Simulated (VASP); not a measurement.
# Cd2S5 (Imm2) in VASP: further runs, part 2 of 2

VASP 6.6.1. Earlier steps stand in the parts before.

### Step 3. Single point, PBE

This run uses another cell than the first one, of 29.15 Å³/atom.

INCAR

```
ALGO = Normal ; EDIFF = 1E-6
ENCUT = 520 ; GGA = PE
ISIF = 2 ; ISMEAR = 0
LASPH = T ; LCHARG = T
LELF = T ; LREAL = F
LVHAR = T ; LWAVE = F
NBANDS = 36 ; NELM = 80
PREC = Accurate ; SIGMA = 0.1
```

KPOINTS

```
k-points
0
Gamma
  8 8 8
```

POSCAR

```
Cd2S5
1.0
   -3.2540449655      4.2167757421      3.7171044535
    3.2540449655     -4.2167757421      3.7171044535
    3.2540449655      4.2167757421     -3.7171044535
Cd S
2 5
Direct
    0.1580965398      0.8607425449      0.2973539949
    0.5633885501      0.8607425449      0.7026460051
    0.7822976492      0.9442930519      0.3988324704
    0.5454605814      0.9442930519      0.1619954026
    0.7822976492      0.3834651788      0.8380045974
    0.5454605814      0.3834651788      0.6011675296
    0.1286947129      0.6286947129      0.5000000000
```

Potentials or basis: VASP PAW PBE potentials, release 64 (Cd, S).

Started as:

```console
cat potpaw_PBE.64/Cd/POTCAR potpaw_PBE.64/S/POTCAR > POTCAR
mpirun -np 1 vasp_std > vasp.out
```

OUTCAR:

```text
EDIFF = 1E-6
   ENCUT = 520
   GGA = PE
   ISIF = 2
   ISMEAR = 0
   LASPH = T
   LREAL = F
   NELM = 80
   PREC = Accurate

 ion  position               nearest neighbor table
   1  0.158  0.861  0.297-   7 2.43   6 2.76   4 2.76   5 2.78   3 2.78   2 3.42
   2  0.563  0.861  0.703-   7 2.43   3 2.76   5 2.76   6 2.78   4 2.78   1 3.42
   3  0.782  0.944  0.399-   4 2.00   2 2.76   1 2.78
   4  0.545  0.944  0.162-   3 2.00   1 2.76   2 2.78
   5  0.782  0.383  0.838-   6 2.00   2 2.76   1 2.78
   6  0.545  0.383  0.601-   5 2.00   1 2.76   2 2.78
   7  0.129  0.629  0.500-   1 2.43   2 2.43

  LATTYP: Found a body centered orthorhombic cell.
 ALAT       =     6.5080899310
 B/A-ratio  =     1.1423027318
 C/A-ratio  =     1.2958566298

  Lattice vectors:

 A1 = (  -3.2540449655,  -4.2167757421,   3.7171044535)
 A2 = (   3.2540449655,  -4.2167757421,  -3.7171044535)
 A3 = (   3.2540449655,   4.2167757421,   3.7171044535)

Analysis of symmetry for initial positions (statically):
=====================================================================
[... 186 lines left out ...]
 fundamental gap:      0.0406997450
 Fermi energy:         1.2148448390

 k-point     1 :       0.0000    0.0000    0.0000
  band No.  band energies     occupation
      1     -14.5779      2.00000
      2     -13.7022      2.00000
      3     -10.3394      2.00000
      4     -10.1193      2.00000
      5      -9.2095      2.00000
      6      -7.1648      2.00000
[... 925 lines left out ...]
     35       7.1584      0.00000
     36       7.6272      0.00000

 [... further k-points ...]

------------------------ aborting loop because EDIFF is reached ----------------------------------------

  FORCE on cell =-STRESS in cart. coord.  units (eV):
  Direction    XX          YY          ZZ          XY          YZ          ZX
  --------------------------------------------------------------------------------------
  -------------------------------------------------------------------------------------
  Total        0.0472536     -0.4952164      0.2668792      0.0000000      0.0000000      0.0000000
  in kB        0.3710876     -3.8889896      2.0958321      0.0000000      0.0000000      0.0000000
  external PRESSURE =      -0.4740233 kB  Pullay stress =       0.0000000 kB

 VOLUME and BASIS-vectors are now :
 -----------------------------------------------------------------------------
  energy-cutoff  :      520.00
  volume of cell :      204.02
      direct lattice vectors                 reciprocal lattice vectors
    -3.254044965  4.216775742  3.717104454     0.000000000  0.118574008  0.134513304
     3.254044965 -4.216775742  3.717104454     0.153654914  0.000000000  0.134513304
     3.254044965  4.216775742 -3.717104454     0.153654914  0.118574008  0.000000000

 POSITION                                       TOTAL-FORCE (eV/Angst)
 -----------------------------------------------------------------------------------
      3.25404     -1.70903      2.68184         0.000000     -0.015221      0.014765
      3.25404      1.70903      2.68184         0.000000      0.015221      0.014765
      1.82496      0.99869      4.93542         0.003922     -0.177105      0.008830
      1.82496     -0.99869      4.93542         0.003922      0.177105      0.008830
      1.42909      5.21546      1.21831        -0.003922     -0.177105      0.008830
      1.42909      3.21809      1.21831        -0.003922      0.177105      0.008830
      3.25404      0.00000      0.95674         0.000000     -0.000000     -0.064850
 -----------------------------------------------------------------------------------
    total drift:                               -0.000001      0.000001     -0.000695

  FREE ENERGIE OF THE ION-ELECTRON SYSTEM (eV)
  ---------------------------------------------------
  free  energy   TOTEN  =       -22.1613176830 eV

  energy  without entropy=      -22.1566965970  energy(sigma->0) =      -22.15900714
```

stdout:

```text
POSCAR found type information on POSCAR CdS
 POSCAR found :  2 types and       7 ions
 scaLAPACK will be used
 LDA part: xc-table for (Slater+PW92), standard interpolation
 POSCAR, INCAR and KPOINTS ok, starting setup
 FFT: planning ... GRIDC
 FFT: planning ... GRID_SOFT
 FFT: planning ... GRID
 WAVECAR not read
 entering main loop
```

Wall time 7.1 min (1 thread of Intel Xeon 6975P-C (Granite Rapids), shared host); peak memory 0.69 GiB.

What came out:

| Property | Result |
| --- | --- |
| Free energy | -22.1613 eV |
| Pressure | 0.0 GPa |
| Largest force | 0.177 eV/Å |
| Band gap on the k mesh | zero (bands 27 and 28 overlap by 0.19 eV) |

Forces in eV/Å, atoms in the order of the input:
```
Cd   0.000 -0.015  0.015
Cd   0.000  0.015  0.015
S    0.004 -0.177  0.009
S    0.004  0.177  0.009
S   -0.004 -0.177  0.009
S   -0.004  0.177  0.009
S    0.000  0.000 -0.065
```

Levels at points of the mesh, in eV from the Fermi level:
```csv
k point,band 25,band 26,band 27,band 28,band 29,band 30
"(0.00, 0.00, 0.00)",-1.31,-0.61,0.15,1.04,1.38,2.89
"(0.50, 0.00, 0.00)",-1.02,-0.72,-0.50,1.20,1.30,2.42
"(0.00, 0.50, 0.00)",-1.11,-0.94,-0.57,0.32,2.06,2.39
"(0.50, 0.50, 0.00)",-1.22,-0.98,-0.88,-0.02,2.08,2.14
"(0.50, 0.50, 0.50)",-1.25,-0.90,-0.64,1.18,1.46,1.87
```

Caveat: semilocal functionals underestimate gaps, and a narrow one can read as zero.

The gap in the log of VASP goes by the Fermi energy; the results here count the filled bands.